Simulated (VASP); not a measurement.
Set up this calculation in VASP 6.6.1, as the native input.

| Item | Value |
| --- | --- |
| Task | single point |
| Functional | PBE |
| Potentials or basis | VASP PAW PBE potentials, release 64 (Mg, Zn, O) |
| Cutoff | 520 eV |
| k mesh | 12 × 12 × 2 |
| Occupations | gaussian, width 0.02 eV |
| Spin | no spin polarisation |
| Dipole correction | no |
| k mesh for the DOS | 18 × 18 × 3 |
| Occupations for the DOS | tetrahedron |
| Further INCAR settings | ALGO = Normal; EDIFF = 1e-06; NBANDS = 41 |

The system is Mg5ZnO6.

```
Mg Zn O
1.0
     3.01879    0.00000    0.00000
    -1.50940    2.61435    0.00000
     0.00000    0.00000   14.76733
Mg Zn O
5 1 6
Direct
  0.33333 0.66667 0.83230
  0.66667 0.33333 0.16770
  0.33333 0.66667 0.33390
  0.00000 0.00000 0.50000
  0.66667 0.33333 0.66610
  0.00000 0.00000 0.00000
  0.66667 0.33333 0.91339
  0.33333 0.66667 0.08661
  0.00000 0.00000 0.25086
  0.66667 0.33333 0.41695
  0.33333 0.66667 0.58305
  0.00000 0.00000 0.74914
```

One way to write it, as run:

POSCAR

```
Mg5ZnO6
1.0
    3.0187913263      0.0000000289      0.0000000000
   -1.5093956881      2.6143499628      0.0000000000
    0.0000000000      0.0000000000     14.7673283000
Mg Zn O
5 1 6
Direct
    0.3333333333      0.6666666667      0.8323040000
    0.6666666667      0.3333333333      0.1676960000
    0.3333333333      0.6666666667      0.3338970000
    0.0000000000      0.0000000000      0.5000000000
    0.6666666667      0.3333333333      0.6661030000
    0.0000000000      0.0000000000      0.0000000000
    0.6666666667      0.3333333333      0.9133950000
    0.3333333333      0.6666666667      0.0866050000
    0.0000000000      0.0000000000      0.2508630000
    0.6666666667      0.3333333333      0.4169520000
    0.3333333333      0.6666666667      0.5830480000
    0.0000000000      0.0000000000      0.7491370000
```

INCAR.step1

```
PREC     = Accurate       # precision mode
ENCUT    = 520            # plane-wave cutoff, eV
EDIFF    = 1E-6           # SCF threshold, eV
ISMEAR   = 0              # smearing method
SIGMA    = 0.02           # smearing width, eV
LREAL    = False          # projectors in reciprocal space
LASPH    = True           # aspherical terms in the spheres
NELM     = 60             # most SCF steps
ALGO     = Normal         # electronic algorithm
ISIF     = 2              # what is computed and relaxed
LWAVE    = False          # write WAVECAR
LCHARG   = True           # write CHGCAR
GGA      = PE             # functional
NBANDS   = 41             # bands
```

KPOINTS.step1

```
Automatic mesh
0
Gamma
  12 12 2
```

INCAR.step2

```
PREC     = Accurate       # precision mode
ENCUT    = 520            # plane-wave cutoff, eV
EDIFF    = 1E-6           # SCF threshold, eV
ISMEAR   = -5             # smearing method
SIGMA    = 0.02           # smearing width, eV
LREAL    = False          # projectors in reciprocal space
LASPH    = True           # aspherical terms in the spheres
NELM     = 60             # most SCF steps
ALGO     = Normal         # electronic algorithm
ISIF     = 2              # what is computed and relaxed
LWAVE    = False          # write WAVECAR
LCHARG   = False          # write CHGCAR
GGA      = PE             # functional
LORBIT   = 11             # projections on sites
NBANDS   = 41             # bands
NEDOS    = 1001           # points of the DOS
ICHARG   = 11             # starting density
```

KPOINTS.step2

```
Automatic mesh
0
Gamma
  18 18 3
```

Potentials or basis: VASP PAW PBE potentials, release 64 (Mg, Zn, O).

Launch:

```console
$ cat potpaw_PBE.64/Mg/POTCAR potpaw_PBE.64/Zn/POTCAR potpaw_PBE.64/O/POTCAR > POTCAR
$ cp INCAR.step1 INCAR
$ cp KPOINTS.step1 KPOINTS
$ mpirun -np 1 vasp_std > vasp.out
$ cp INCAR.step2 INCAR
$ cp KPOINTS.step2 KPOINTS
$ mpirun -np 1 vasp_std > vasp.out
```

It gave:

- Valence electrons inside the program's atomic spheres: Mg 0.39; Zn 10.70; O 5.04, 5.08 (each value once)

Wall time 9.4 min on 1 thread of Oxide Virtual Turin-like Processor (shared host), peak memory 0.49 GiB.
